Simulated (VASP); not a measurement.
# NaF (P4/mmm) in VASP: settings compared, part 2 of 2

VASP 6.6.1.

### Step 4. Single point, r2SCAN (uniaxial x strain -4.3%)

Input file POSCAR:

```
NaF
1.0
    2.6728066571      0.0000000000      0.0000000000
    0.0000000000      2.7934852186      0.0000000000
    0.0000000000      0.0000000000      2.7934852186
Na F
1 1
Direct
    0.0000000000      0.0000000000      0.0000000000
    0.5000000000      0.5000000000      0.5000000000
```

Input file INCAR.step1:

```
PREC     = Accurate       # precision mode
ENCUT    = 520            # plane-wave cutoff, eV
ISMEAR   = 0              # smearing method
SIGMA    = 0.01           # smearing width, eV
LREAL    = F              # projectors in reciprocal space
LASPH    = T              # aspherical terms in the spheres
NELM     = 100            # most SCF steps
NBANDS   = 14             # bands
GGA      = PE             # functional
ALGO     = Normal         # electronic algorithm
EDIFF    = 1E-4           # SCF threshold, eV
LWAVE    = T              # write WAVECAR
LCHARG   = F              # write CHGCAR
```

Input file INCAR.step2:

```
PREC     = Accurate       # precision mode
ENCUT    = 520            # plane-wave cutoff, eV
EDIFF    = 1E-7           # SCF threshold, eV
ISMEAR   = 0              # smearing method
SIGMA    = 0.01           # smearing width, eV
LREAL    = F              # projectors in reciprocal space
LASPH    = T              # aspherical terms in the spheres
NELM     = 100            # most SCF steps
ALGO     = Normal         # electronic algorithm
ISIF     = 2              # what is computed and relaxed
LWAVE    = F              # write WAVECAR
LCHARG   = F              # write CHGCAR
METAGGA  = R2SCAN         # meta-GGA
LMIXTAU  = T            
NBANDS   = 14             # bands
ISTART   = 1
```

Input file KPOINTS:

```
Automatic mesh
0
Gamma
  10 10 10
```

Potentials or basis: VASP PAW PBE potentials, release 64 (Na_pv, F).

On the command line:

```
cat potpaw_PBE.64/Na_pv/POTCAR potpaw_PBE.64/F/POTCAR > POTCAR
cp INCAR.step1 INCAR
mpirun -np 1 vasp_std > vasp.out
cp INCAR.step2 INCAR
mpirun -np 1 vasp_std > vasp.out
```

OUTCAR:

```text
PREC = Accurate
   ENCUT = 520
   EDIFF = 1E-7
   ISMEAR = 0
   LREAL = F
   LASPH = T
   NELM = 100
   ISIF = 2
   METAGGA = R2SCAN
   ISTART = 1

 ion  position               nearest neighbor table
   1  0.000  0.000  0.000-
   2  0.500  0.500  0.500-

  LATTYP: Found a simple tetragonal cell.
 ALAT       =     2.7934852186
 C/A-ratio  =     0.9568000000

  Lattice vectors:

 A1 = (   0.0000000000,   2.7934852186,   0.0000000000)
 A2 = (   0.0000000000,   0.0000000000,   2.7934852186)
 A3 = (   2.6728066571,   0.0000000000,   0.0000000000)

Analysis of symmetry for initial positions (statically):
=====================================================================
 Subroutine PRICEL returns:
 Original cell was already a primitive cell.

 Routine SETGRP: Setting up the symmetry group for a
 simple tetragonal supercell.

 Subroutine GETGRP returns: Found 16 space group operations
 (whereof 16 operations were pure point group operations)
 out of a pool of 16 trial point group operations.

The static configuration has the point symmetry D_4h.

Analysis of symmetry for dynamics (positions and initial velocities):
[... 165 lines left out ...]
 Fermi energy:        -0.6348746871

 k-point     1 :       0.0000    0.0000    0.0000
  band No.  band energies     occupation
      1     -22.1205      2.00000
      2     -21.5533      2.00000
      3     -21.5533      2.00000
      4     -21.5311      2.00000
      5      -1.4382      2.00000
      6      -1.4382      2.00000
      7      -1.0974      2.00000
      8       6.4363      0.00000
      9      15.2713      0.00000
     10      16.1730      0.00000
     11      24.9151      0.00000
     12      24.9151      0.00000
     13      26.4208      0.00000
     14      31.0101      0.00000
[... 377 lines left out ...]
      1     -22.2572      2.00000
      2     -21.6820      2.00000
      3     -21.4942      2.00000
      4     -21.1833      2.00000
      5      -3.2915      2.00000
      6      -2.3703      2.00000
      7      -1.1218      2.00000
      8      12.7166      0.00000
      9      13.2961      0.00000
     10      16.9670      0.00000
     11      18.6917      0.00000
     12      24.0402      0.00000
     13      24.3801      0.00000
     14      28.3481      0.00000

 [... further k-points ...]
[... 5 lines left out ...]
  --------------------------------------------------------------------------------------
  -------------------------------------------------------------------------------------
  Total        0.9941505     -0.0826002     -0.0826002      0.0000000      0.0000000      0.0000000
  in kB       76.3664201     -6.3449969     -6.3449969      0.0000000      0.0000000      0.0000000
  external PRESSURE =      21.2254755 kB  Pullay stress =       0.0000000 kB

 VOLUME and BASIS-vectors are now :
 -----------------------------------------------------------------------------
  energy-cutoff  :      520.00
  volume of cell :       20.86
      direct lattice vectors                 reciprocal lattice vectors
     2.672806657  0.000000000  0.000000000     0.374138547  0.000000000  0.000000000
     0.000000000  2.793485219  0.000000000     0.000000000  0.357975762  0.000000000
     0.000000000  0.000000000  2.793485219     0.000000000  0.000000000  0.357975762

 POSITION                                       TOTAL-FORCE (eV/Angst)
 -----------------------------------------------------------------------------------
      0.00000      0.00000      0.00000         0.000000      0.000000      0.000000
      1.33640      1.39674      1.39674         0.000000      0.000000      0.000000
 -----------------------------------------------------------------------------------
    total drift:                                0.000000      0.000000      0.000000

  FREE ENERGIE OF THE ION-ELECTRON SYSTEM (eV)
  ---------------------------------------------------
  free  energy   TOTEN  =       -12.2932786243 eV

  energy  without entropy=      -12.2932786243  energy(sigma->0) =      -12.29327862
```

OUTCAR.step1:

```text
PREC = Accurate
   ENCUT = 520
   ISMEAR = 0
   LREAL = F
   LASPH = T
[... 630 lines left out ...]
 -----------------------------------------------------------------------------------
      0.00000      0.00000      0.00000         0.000000      0.000000      0.000000
      1.33640      1.39674      1.39674         0.000000      0.000000      0.000000
 -----------------------------------------------------------------------------------
    total drift:                               -0.000000      0.000000      0.000000

  FREE ENERGIE OF THE ION-ELECTRON SYSTEM (eV)
  ---------------------------------------------------
  free  energy   TOTEN  =        -8.1789214438 eV

  energy  without entropy=       -8.1789214438  energy(sigma->0) =       -8.17892144
```

Wall time 2.1 min (1 thread of Intel Xeon 8259CL, shared host); peak memory 0.16 GiB.

What came out:

```yaml
Free_energy: -12.2933 eV
Pressure: 2.1 GPa
Band_gap_on_the_k_mesh: 7.23 eV (least direct gap 7.53 eV)
```

Levels at points of the mesh, in eV from the valence-band top:
```tsv
k point	band 4	band 5	band 6	band 7	band 8	band 9	band 10	band 11
(0.00, 0.00, 0.00)	-20.73	-0.64	-0.64	-0.30	7.23	16.07	16.97	25.71
(0.50, 0.00, 0.00)	-20.11	-2.96	-0.47	-0.47	12.12	13.62	20.62	22.26
(0.00, 0.50, 0.00)	-20.09	-2.96	-0.54	-0.20	12.08	13.06	20.68	22.69
(0.50, 0.50, 0.00)	-20.69	-2.23	-2.08	-0.25	13.22	16.51	16.69	17.14
(0.00, 0.50, 0.50)	-20.68	-2.21	-2.21	0.00	12.91	16.59	16.59	17.19
(0.50, 0.50, 0.50)	-20.47	-2.06	-1.94	-1.94	15.69	15.69	15.73	20.55
```

Caveat: the cell differs from its parent crystal (uniaxial x strain -4.3%); the PAW data sets were made with another functional, which shifts forces and pressure a little. A k mesh can miss the band edges.

### Step 5. Single point, r2SCAN (epitaxial xy strain -1.7%)

Input file POSCAR:

```
NaF
1.0
    2.7457166213      0.0000000000      0.0000000000
    0.0000000000      2.7457166213      0.0000000000
    0.0000000000      0.0000000000      2.7957006962
Na F
1 1
Direct
    0.0000000000      0.0000000000      0.0000000000
    0.5000000000      0.5000000000      0.5000000000
```

Input file INCAR.step1:

```
SYSTEM = NaF
PREC = Accurate ; ENCUT = 520
ISMEAR = 0 ; SIGMA = 0.01
LREAL = .FALSE. ; LASPH = .TRUE.
NELM = 60 ; NBANDS = 14
GGA = PE ; ALGO = Normal
EDIFF = 1E-4 ; LWAVE = .TRUE.
LCHARG = .FALSE.
```

Input file INCAR.step2:

```
SYSTEM = NaF
PREC = Accurate ; ENCUT = 520
EDIFF = 1E-6 ; ISMEAR = 0
SIGMA = 0.01 ; LREAL = .FALSE.
LASPH = .TRUE. ; NELM = 60
ALGO = Normal ; ISIF = 2
LWAVE = .FALSE. ; LCHARG = .FALSE.
METAGGA = R2SCAN ; LMIXTAU = .TRUE.
NBANDS = 14 ; ISTART = 1
```

Input file KPOINTS:

```
Automatic mesh
0
G
  10 10 10
  0 0 0
```

On the command line:

```
cat potpaw_PBE.64/Na_pv/POTCAR potpaw_PBE.64/F/POTCAR > POTCAR
cp INCAR.step1 INCAR
mpirun -np 1 vasp_std > vasp.out
cp INCAR.step2 INCAR
mpirun -np 1 vasp_std > vasp.out
```

Run time: 95 s. Hardware: 1 thread of Intel Xeon 8259CL, shared host; peak memory 0.15 GiB.

The run converged. Its results:

| Quantity | Value |
| --- | --- |
| Free energy | -12.3090 eV |
| Pressure | 1.4 GPa |
| Band gap on the k mesh | 7.32 eV (least direct gap 7.66 eV) |

Stress tensor (GPa, compression positive):
```
 2.45  0.00  0.00
 0.00  2.45  0.00
 0.00  0.00 -0.81
```

Levels at points of the mesh, in eV from the valence-band top:
```tsv
k point	band 4	band 5	band 6	band 7	band 8	band 9	band 10	band 11
(0.00, 0.00, 0.00)	-20.61	-0.48	-0.34	-0.34	7.32	16.43	16.77	25.78
(0.50, 0.00, 0.00)	-19.97	-2.78	-0.34	-0.21	12.16	13.36	20.71	22.53
(0.50, 0.50, 0.00)	-20.55	-2.00	-2.00	-0.10	13.28	16.62	16.92	16.92
(0.00, 0.00, 0.50)	-19.95	-2.78	-0.23	-0.23	12.16	13.13	20.74	22.68
(0.50, 0.00, 0.50)	-20.55	-2.04	-1.99	0.00	13.15	16.69	16.89	16.89
(0.50, 0.50, 0.50)	-20.32	-1.83	-1.83	-1.78	15.75	15.76	15.76	20.64
```

Caveat: the cell differs from its parent crystal (epitaxial xy strain -1.7%); the PAW data sets were made with another functional, which shifts forces and pressure a little. A k mesh can miss the band edges.

### Step 6. The runs side by side

```tsv
level	cell	smearing	gap on the mesh (eV)	pressure (GPa)
PBE	a = 2.673, b = 2.793, c = 2.793 Å, 2 atoms	fermi-dirac 0.02 eV	6.22	7.6
PBE	a = 2.746, b = 2.746, c = 2.796 Å, 2 atoms	fermi-dirac 0.02 eV	6.30	6.7
r2SCAN	a = 2.673, b = 2.793, c = 2.793 Å, 2 atoms	gaussian 0.01 eV	7.23	2.1
r2SCAN	a = 2.746, b = 2.746, c = 2.796 Å, 2 atoms	gaussian 0.01 eV	7.32	1.4
```

Alike in all rows: task single point; potentials or basis VASP PAW PBE potentials, release 64 (Na_pv, F); no spin polarisation; k mesh 10 × 10 × 10; cutoff (eV) 520.

Caveats: the cell stands under pressure (at least some runs); the PAW data sets were made with another functional, which shifts forces and pressure a little (at least some runs).

Absolute energies hang on the potentials; compare differences alone.
